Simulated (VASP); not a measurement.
Bi:

```
Bi
1.0
     3.83732    0.00000    0.00000
     0.00000    3.83732    0.00000
     0.00000    0.00000    2.64681
Bi
1
Direct
  0.50000 0.50000 0.00000
```

```yaml
Program: VASP 6.6.1
Task: relaxation of cell and atoms
Functional: PBE
Potentials_or_basis: VASP PAW PBE potentials, release 64 (Bi_d)
Cutoff: 600 eV
k_mesh: 4 × 4 × 6
Occupations: gaussian, width 0.1 eV
Spin: no spin polarisation
```

At the start: pressure 13.1 GPa; volume 38.97 Å³/atom.

Question: Where does the relaxation end?

Answer: Over 14 steps the energy falls by 1125.3 meV/atom and the volume is 36.22 Å³/atom (-7.1 %); space group P4/mmm (No. 123, to 0.05 Å).

The path:
```tsv
step	energy change (eV)	largest force (eV/Å)	pressure (GPa)	volume (Å³)
1	0.0000	0.0000	13.14	38.97
2	-0.3131	0.0000	-5.43	54.09
3	-0.4231	0.0000	-5.95	52.43
4	-0.5831	0.0000	-6.48	50.37
5	-0.9425	0.0000	-4.69	45.04
6	-0.9282	0.0000	-1.81	43.17
7	-0.9504	0.0000	-3.89	44.42
8	-0.9508	0.0000	-3.59	44.20
9	-1.0881	0.0000	-2.39	39.31
10	-1.1242	0.0000	-0.63	36.69
11	-1.1250	0.0000	-0.16	36.18
12	-1.1250	0.0000	-0.30	36.33
13	-1.1250	0.0000	0.10	36.09
14	-1.1253	0.0000	-0.11	36.22
```

Final structure:
```yaml
crystal:
  lattice:
    - [3.40933, 0.00000, 0.00000]
    - [0.00000, 3.40933, 0.00000]
    - [0.00000, 0.00000, 3.11576]
  atoms:
    - { symbol: Bi, position: [0.50000, 0.50000, 0.00000] }
```

Caveat: the k points lie up to 0.46 Å⁻¹ apart in the final cell.
